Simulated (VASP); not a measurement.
# SnO2 (Pbcn) in VASP: notebook

The runs below take SnO2 through single point, with LDA.

Everything below comes from runs of VASP 6.6.1. Logs are shortened: lines on timing, memory, paths and dates and some standing lists are left out, and cuts for length are marked.

## (1) The cell of the first run

Symmetry: Pbcn, No. 60, orthorhombic system. Conventional cell: a = 4.319 Å, b = 5.666 Å, c = 4.779 Å, α = 90.00°, β = 90.00°, γ = 90.00°. Sn (site symmetry 2) has 6 O at 1.89 to 2.01 Å within 2.5 Å. O (site symmetry 1) has 3 Sn at 1.89 to 2.01 Å and 12 O at 2.44 to 2.90 Å within 3.0 Å.

## (2) Single point, LDA (9.75 Å³/atom)

Input file INCAR:

```
PREC = Accurate
ENCUT = 520
EDIFF = 1E-6
ISMEAR = 0
SIGMA = 0.05
LREAL = F
LASPH = T
NELM = 100
ALGO = Normal
ISIF = 2
LWAVE = F
LCHARG = F
NBANDS = 64
```

Input file KPOINTS:

```
Automatic mesh
0
Gamma
  6 6 6
```

Input file POSCAR:

```
SnO2
1.0
    4.3191797828      0.0000000000      0.0000000000
    0.0000000000      5.6663773674      0.0000000000
    0.0000000000      0.0000000000      4.7786021849
Sn O
4 8
Direct
    0.5000000000      0.6673419135      0.7500000000
    0.0000000000      0.8326580865      0.2500000000
    0.5000000000      0.3326580865      0.2500000000
    0.0000000000      0.1673419135      0.7500000000
    0.7309254637      0.6050162923      0.0776916535
    0.2309254637      0.8949837077      0.9223083465
    0.7690745363      0.8949837077      0.5776916535
    0.2690745363      0.6050162923      0.4223083465
    0.7309254637      0.3949837077      0.5776916535
    0.2309254637      0.1050162923      0.4223083465
    0.7690745363      0.1050162923      0.0776916535
    0.2690745363      0.3949837077      0.9223083465
```

Potentials or basis: VASP PAW LDA potentials, release 64 (Sn_d, O).

Run with:

```bash
> cat potpaw_LDA.64/Sn_d/POTCAR potpaw_LDA.64/O/POTCAR > POTCAR
> mpirun -np 1 vasp_std > vasp.out
```

OUTCAR:

```text
PREC = Accurate
   ENCUT = 520
   EDIFF = 1E-6
   ISMEAR = 0
   LREAL = F
   LASPH = T
   NELM = 100
   ISIF = 2

 ion  position               nearest neighbor table
   1  0.500  0.667  0.750-   5 1.89   8 1.89   7 1.92   6 1.92   9 2.01  12 2.01   3 3.05   3 3.05
                             2 3.35   2 3.35   2 3.35   2 3.35   4 3.56   4 3.56   4 3.56   4 3.56
   2  0.000  0.833  0.250-   6 1.89   7 1.89   5 1.92   8 1.92  10 2.01  11 2.01   4 3.05   4 3.05
                             1 3.35   1 3.35   1 3.35   1 3.35   3 3.56   3 3.56   3 3.56   3 3.56
   3  0.500  0.333  0.250-   9 1.89  12 1.89  11 1.92  10 1.92   5 2.01   8 2.01   1 3.05   1 3.05
                             4 3.35   4 3.35   4 3.35   4 3.35   2 3.56   2 3.56   2 3.56   2 3.56
   4  0.000  0.167  0.750-  10 1.89  11 1.89   9 1.92  12 1.92   6 2.01   7 2.01   2 3.05   2 3.05
                             3 3.35   3 3.35   3 3.35   3 3.35   1 3.56   1 3.56   1 3.56   1 3.56
   5  0.731  0.605  0.078-   1 1.89   2 1.92   3 2.01
   6  0.231  0.895  0.922-   2 1.89   1 1.92   4 2.01
   7  0.769  0.895  0.578-   2 1.89   1 1.92   4 2.01
   8  0.269  0.605  0.422-   1 1.89   2 1.92   3 2.01
   9  0.731  0.395  0.578-   3 1.89   4 1.92   1 2.01
  10  0.231  0.105  0.422-   4 1.89   3 1.92   2 2.01
  11  0.769  0.105  0.078-   4 1.89   3 1.92   2 2.01
  12  0.269  0.395  0.922-   3 1.89   4 1.92   1 2.01

  LATTYP: Found a simple orthorhombic cell.
 ALAT       =     4.3191797828
 B/A-ratio  =     1.1063679738
 C/A-ratio  =     1.3119105137

  Lattice vectors:

 A1 = (  -4.3191797828,   0.0000000000,   0.0000000000)
 A2 = (   0.0000000000,   0.0000000000,   4.7786021849)
 A3 = (   0.0000000000,   5.6663773674,   0.0000000000)

Analysis of symmetry for initial positions (statically):
=====================================================================
 Subroutine PRICEL returns:
 Original cell was already a primitive cell.

 Routine SETGRP: Setting up the symmetry group for a
 simple orthorhombic supercell.

 Subroutine GETGRP returns: Found  8 space group operations
 (whereof  2 operations were pure point group operations)
 out of a pool of  8 trial point group operations.

The static configuration has the point symmetry S_2 .
 The point group associated with its full space group is D_2h.

Analysis of symmetry for dynamics (positions and initial velocities):
=====================================================================
 Subroutine PRICEL returns:
 Original cell was already a primitive cell.

 Routine SETGRP: Setting up the symmetry group for a
 simple orthorhombic supercell.

 Subroutine GETGRP returns: Found  8 space group operations
 (whereof  2 operations were pure point group operations)
 out of a pool of  8 trial point group operations.

The dynamic configuration has the point symmetry S_2 .
 The point group associated with its full space group is D_2h.

 Subroutine INISYM returns: Found  8 space group operations
 (whereof  2 operations are pure point group operations),
 and found     1 'primitive' translations

----------------------------------------------------------------------------------------

                                     Primitive cell

  volume of cell :     116.9520

  direct lattice vectors                    reciprocal lattice vectors
     4.319179783  0.000000000  0.000000000     0.231525440  0.000000000  0.000000000
     0.000000000  5.666377367  0.000000000     0.000000000  0.176479598  0.000000000
     0.000000000  0.000000000  4.778602185     0.000000000  0.000000000  0.209266217

  length of vectors
     4.319179783  5.666377367  4.778602185     0.231525440  0.176479598  0.209266217

  position of ions in fractional coordinates (direct lattice)
     0.500000000  0.667341914  0.750000000
     0.000000000  0.832658086  0.250000000
     0.500000000  0.332658086  0.250000000
     0.000000000  0.167341914  0.750000000
     0.730925464  0.605016292  0.077691653
     0.230925464  0.894983708  0.922308347
     0.769074536  0.894983708  0.577691653
     0.269074536  0.605016292  0.422308347
     0.730925464  0.394983708  0.577691653
     0.230925464  0.105016292  0.422308347
     0.769074536  0.105016292  0.077691653
     0.269074536  0.394983708  0.922308347

  ion indices of the primitive-cell ions
   primitive index   ion index
                 1           1
                 2           2
                 3           3
                 4           4
                 5           5
                 6           6
                 7           7
                 8           8
                 9           9
                10          10
                11          11
                12          12

----------------------------------------------------------------------------------------

 KPOINTS: Automatic mesh

Automatic generation of k-mesh.
 Grid dimensions read from file:
 generate k-points for:    6    6    6

 Generating k-lattice:

  Cartesian coordinates                     Fractional coordinates (reciprocal lattice)
     0.038587573  0.000000000  0.000000000     0.166666667  0.000000000  0.000000000
     0.000000000  0.029413266  0.000000000     0.000000000  0.166666667  0.000000000
     0.000000000  0.000000000  0.034877703     0.000000000  0.000000000  0.166666667

  Length of vectors
     0.038587573  0.029413266  0.034877703

  Shift w.r.t. Gamma in fractional coordinates (k-lattice)
     0.000000000  0.000000000  0.000000000

 Subroutine IBZKPT returns following result:
 ===========================================

 Found     64 irreducible k-points:

 Following reciprocal coordinates:
            Coordinates               Weight
  0.000000  0.000000  0.000000      1.000000
  0.166667  0.000000  0.000000      2.000000
  0.333333  0.000000  0.000000      2.000000
  0.500000  0.000000  0.000000      1.000000
  0.000000  0.166667  0.000000      2.000000
  0.166667  0.166667  0.000000      4.000000
[... 16 lines left out ...]
  0.333333  0.166667  0.166667      8.000000
  0.500000  0.166667  0.166667      4.000000
 [... further k-points ...]
   k-points           NKPTS =     64   k-points in BZ     NKDIM =     64   number of bands    NBANDS=     64
   number of dos      NEDOS =    301   number of ions     NIONS =     12
   total plane-waves  NPLWV =  48384
   dimension x,y,z NGX =    32 NGY =   42 NGZ =   36
   dimension x,y,z NGXF=    64 NGYF=   84 NGZF=   72
   ions per type =               4   8
   NGX,Y,Z   is equivalent  to a cutoff of  12.32, 12.32, 12.52 a.u.
   NGXF,Y,Z  is equivalent  to a cutoff of  24.63, 24.64, 25.05 a.u.
 SYSTEM =  unknown system
   PREC   = accura    normal or accurate (medium, high low for compatibility)
   ISTART =      0    job   : 0-new  1-cont  2-samecut
   ICHARG =      2    charge: 1-file 2-atom 10-const
   ISPIN  =      1    spin polarized calculation?
   LNONCOLLINEAR =      F non collinear calculations
   LSORBIT =      F    spin-orbit coupling
   LASPH  =      T    aspherical Exc in radial PAW
   ENCUT  =  520.0 eV  38.22 Ry    6.18 a.u.   8.03 10.54  8.89*2*pi/ulx,y,z
   NELM   =    100;   NELMIN=  2; NELMDL= -5     # of ELM steps
   EDIFF  = 0.1E-05   stopping-criterion for ELM
   LREAL  =      F    real-space projection
   EDIFFG = 0.1E-04   stopping-criterion for IOM
   NSW    =      0    number of steps for IOM
   IBRION =     -1    ionic relax: 0-MD 1-quasi-New 2-CG
   NFREE  =      0    steps in history (QN), initial steepest desc. (CG)
   ISIF   =      2    stress and relaxation
   ISYM   =      2    0-nonsym 1-usesym 2-fastsym
   POTIM  = 0.5000    time-step for ionic-motion
   TEBEG  =    0.0;   TEEND  =   0.0 temperature during run
   PSTRESS=    0.0 pullay stress
   NELECT =     104.0000    total number of electrons
   NUPDOWN=      -1.0000    fix difference up-down
   EMIN   =  10.00;   EMAX   =-10.00  energy-range for DOS
   EFERMI =   0.00;   METHOD = LEGACY
   ISMEAR =     0;   SIGMA  =   0.05  broadening in eV -4-tet -1-fermi 0-gaus
   EFERMI_NEDOS =   21; number of points for ismear=-14 and -15
   IALGO  =     38    algorithm
   IMIX   =      4    mixing-type and parameters
     AMIX     =   0.40;   BMIX     =  1.00
     AMIX_MAG =   1.60;   BMIX_MAG =  1.00
  volume/ion in A,a.u.               =       9.75        65.77
  Fermi-wavevector in a.u.,A,eV,Ry     =   1.574285  2.974968 33.720321  2.478374
  Thomas-Fermi vector in A             =   2.675442
   LORBIT       =      0    0 simple, 1 ext, 2 COOP (PROOUT), +10 PAW based schemes
   GGA     = CA    functional components
   LHFCALC =     F    Hartree Fock is set to
   AEXX    =    0.0000 exact exchange contribution
   IVDW    =     0    specifies the selected vdW correction
   LEPSILON=     F    determine dielectric tensor
   LRPA    =     F    only Hartree local field effects (RPA)
 non-spin polarized calculation
 Gauss-broadening in eV      SIGMA  =   0.05
  energy-cutoff  :      520.00
  volume of cell :      116.95
 maximum number of plane-waves:      3182
   NGX = 17   NGY = 21   NGZ = 17

 number of electron     104.0000041 magnetization

 Free energy of the ion-electron system (eV)
  ---------------------------------------------------
  ext. energy  EPLUGINS =         0.00000000
  ---------------------------------------------------
  free energy    TOTEN  =       -80.20943342 eV

  energy without entropy =      -80.20943342  energy(sigma->0) =      -80.20943342

 E-fermi :   8.4864     XC(G=0): -12.9332

 val. band max:        8.1925877466   @ k =   0.1667   0.5000   0.3333
 cond. band min:      11.8948131301   @ k =   0.0000   0.0000   0.0000
 fundamental gap:      3.7022253835
 Fermi energy:         8.4864420140

 k-point     1 :       0.0000    0.0000    0.0000
  band No.  band energies     occupation
      1     -12.8952      2.00000
      2     -12.5170      2.00000
      3     -12.3377      2.00000
      4     -12.3061      2.00000
      5     -12.0758      2.00000
      6     -11.9080      2.00000
[... 1597 lines left out ...]
     63      20.5285      0.00000
     64      20.5285      0.00000

 [... further k-points ...]

------------------------ aborting loop because EDIFF is reached ----------------------------------------

  FORCE on cell =-STRESS in cart. coord.  units (eV):
  Direction    XX          YY          ZZ          XY          YZ          ZX
  --------------------------------------------------------------------------------------
  -------------------------------------------------------------------------------------
  Total       44.7574461     34.0116151     56.0019808      0.0000000      0.0000000      0.0000000
  in kB      613.1521098    465.9402039    767.1959785      0.0000000      0.0000000      0.0000000
  external PRESSURE =     615.4294307 kB  Pullay stress =       0.0000000 kB

 VOLUME and BASIS-vectors are now :
 -----------------------------------------------------------------------------
  energy-cutoff  :      520.00
  volume of cell :      116.95
      direct lattice vectors                 reciprocal lattice vectors
     4.319179783  0.000000000  0.000000000     0.231525440  0.000000000  0.000000000
     0.000000000  5.666377367  0.000000000     0.000000000  0.176479598  0.000000000
     0.000000000  0.000000000  4.778602185     0.000000000  0.000000000  0.209266217

 POSITION                                       TOTAL-FORCE (eV/Angst)
 -----------------------------------------------------------------------------------
      2.15959      3.78141      3.58395         0.000000      0.589485     -0.000000
      0.00000      4.71815      1.19465         0.000000     -0.589485     -0.000000
      2.15959      1.88497      1.19465         0.000000     -0.589485     -0.000000
      0.00000      0.94822      3.58395        -0.000000      0.589485     -0.000000
      3.15700      3.42825      0.37126         1.311999     -0.458469      0.902541
      0.99741      5.07132      4.40734         1.311999      0.458469     -0.902541
      3.32177      5.07132      2.76056        -1.311999      0.458469      0.902541
      1.16218      3.42825      2.01804        -1.311999     -0.458469     -0.902541
      3.15700      2.23813      2.76056         1.311999      0.458469      0.902541
      0.99741      0.59506      2.01804         1.311999     -0.458469     -0.902541
      3.32177      0.59506      0.37126        -1.311999     -0.458469      0.902541
      1.16218      2.23813      4.40734        -1.311999      0.458469     -0.902541
 -----------------------------------------------------------------------------------
    total drift:                                0.000000     -0.000000     -0.000000

  FREE ENERGIE OF THE ION-ELECTRON SYSTEM (eV)
  ---------------------------------------------------
  free  energy   TOTEN  =       -80.2094334220 eV

  energy  without entropy=      -80.2094334220  energy(sigma->0) =      -80.20943342
```

Run time: 15 min. Hardware: 1 thread of Intel Xeon 8259CL, shared host; peak memory 0.38 GiB.

What came out:

* Free energy: -80.2094 eV
* Pressure: 61.5 GPa
* Largest force: 1.657 eV/Å
* Band gap on the k mesh: 3.70 eV (least direct gap 3.75 eV)

Forces in eV/Å, atoms in the order of the input:
```
Sn   0.000  0.589  0.000
Sn   0.000 -0.589  0.000
Sn   0.000 -0.589  0.000
Sn   0.000  0.589  0.000
O    1.312 -0.458  0.903
O    1.312  0.458 -0.903
O   -1.312  0.458  0.903
O   -1.312 -0.458 -0.903
O    1.312  0.458  0.903
O    1.312 -0.458 -0.903
O   -1.312 -0.458  0.903
O   -1.312  0.458 -0.903
```

Stress tensor (GPa, compression positive):
```
61.32  0.00  0.00
 0.00 46.59  0.00
 0.00  0.00 76.72
```

Levels at points of the mesh, in eV from the valence-band top:
| k point | band 49 | band 50 | band 51 | band 52 | band 53 | band 54 | band 55 | band 56 |
| --- | --- | --- | --- | --- | --- | --- | --- | --- |
| (0.00, 0.00, 0.00) | -0.56 | -0.39 | -0.05 | -0.05 | 3.70 | 7.61 | 8.20 | 8.56 |
| (0.50, 0.00, 0.00) | -0.48 | -0.48 | -0.14 | -0.14 | 6.59 | 6.59 | 7.38 | 7.38 |
| (0.00, 0.50, 0.00) | -0.85 | -0.85 | -0.07 | -0.07 | 6.30 | 6.30 | 9.01 | 9.01 |
| (0.50, 0.50, 0.00) | -0.44 | -0.44 | -0.18 | -0.18 | 7.23 | 7.23 | 8.35 | 8.35 |
| (0.00, 0.00, 0.50) | -0.34 | -0.34 | -0.14 | -0.14 | 6.68 | 6.68 | 8.21 | 8.21 |
| (0.50, 0.00, 0.50) | -0.40 | -0.40 | -0.40 | -0.40 | 7.09 | 7.09 | 7.09 | 7.09 |
| (0.00, 0.50, 0.50) | -0.34 | -0.34 | -0.34 | -0.34 | 7.81 | 7.81 | 7.81 | 7.81 |
| (0.50, 0.50, 0.50) | -0.38 | -0.38 | -0.38 | -0.38 | 7.61 | 7.61 | 7.61 | 7.61 |

Caveat: the stress differs along the axes, from 47 to 77 GPa; spin-orbit coupling is left out, which moves the levels of the heavy elements; forces of over 1 eV/Å act on the atoms, so gaps and moduli don't describe the material at rest.

## (3) Single point, LDA (10.98 Å³/atom)

This run uses another cell than the first one, of 10.98 Å³/atom.

Input file INCAR:

```
PREC = Accurate ; ENCUT = 520
EDIFF = 1E-7 ; ISMEAR = 0
SIGMA = 0.05 ; LREAL = F
LASPH = T ; NELM = 60
ALGO = Normal ; ISIF = 2
LWAVE = F ; LCHARG = F
GGA = CA ; NBANDS = 64
```

Input file KPOINTS:

```
regular mesh
0
Gamma
  6 6 6
```

POSCAR: that of step 2 with these lines changed.

```diff
@@ -2,5 +2,5 @@
 1.0
-    4.3191797828      0.0000000000      0.0000000000
-    0.0000000000      5.6663773674      0.0000000000
-    0.0000000000      0.0000000000      4.7786021849
+    4.4946872069      0.0000000000      0.0000000000
+    0.0000000000      5.8966274022      0.0000000000
+    0.0000000000      0.0000000000      4.9727779781
 Sn O
```

Potentials or basis: VASP PAW LDA potentials, release 64 (Sn_d, O).

Run with:

```bash
> cat potpaw_LDA.64/Sn_d/POTCAR potpaw_LDA.64/O/POTCAR > POTCAR
> mpirun -np 1 vasp_std > vasp.out
```

Run time: 7.9 min. Hardware: 1 thread of Intel Xeon Platinum 8488C (Sapphire Rapids), shared host; peak memory 0.46 GiB.

The run converged. Its results:

```yaml
Free_energy: -83.6461 eV
Pressure: 16.5 GPa
Largest_force: 0.763 eV/Å
Band_gap_on_the_k_mesh: 2.16 eV (least direct gap 2.16 eV)
```

Forces on the atoms (eV/Å):
```
Sn   0.000  0.147  0.000
Sn   0.000 -0.147  0.000
Sn   0.000 -0.147  0.000
Sn   0.000  0.147  0.000
O    0.593 -0.057  0.477
O    0.593  0.057 -0.477
O   -0.593  0.057  0.477
O   -0.593 -0.057 -0.477
O    0.593  0.057  0.477
O    0.593 -0.057 -0.477
O   -0.593 -0.057  0.477
O   -0.593  0.057 -0.477
```

Stress tensor (GPa, compression positive):
```
18.72  0.00  0.00
 0.00  5.64  0.00
 0.00  0.00 25.24
```

Levels at points of the mesh, in eV from the valence-band top:
```tsv
k point	band 49	band 50	band 51	band 52	band 53	band 54	band 55	band 56
(0.00, 0.00, 0.00)	-0.54	-0.49	-0.05	-0.01	2.16	6.75	6.86	6.99
(0.50, 0.00, 0.00)	-0.39	-0.39	-0.10	-0.10	5.18	5.18	6.02	6.02
(0.00, 0.50, 0.00)	-0.95	-0.95	-0.04	-0.04	4.79	4.79	7.49	7.49
(0.50, 0.50, 0.00)	-0.57	-0.57	-0.13	-0.13	5.70	5.70	6.85	6.85
(0.00, 0.00, 0.50)	-0.41	-0.41	-0.12	-0.12	5.20	5.20	6.89	6.89
(0.50, 0.00, 0.50)	-0.33	-0.33	-0.33	-0.33	5.67	5.67	5.67	5.67
(0.00, 0.50, 0.50)	-0.30	-0.30	-0.30	-0.30	6.28	6.28	6.28	6.28
(0.50, 0.50, 0.50)	-0.33	-0.33	-0.33	-0.33	6.10	6.10	6.10	6.10
```

Caveat: the stress differs along the axes, from 6 to 25 GPa; spin-orbit coupling is left out, which moves the levels of the heavy elements.
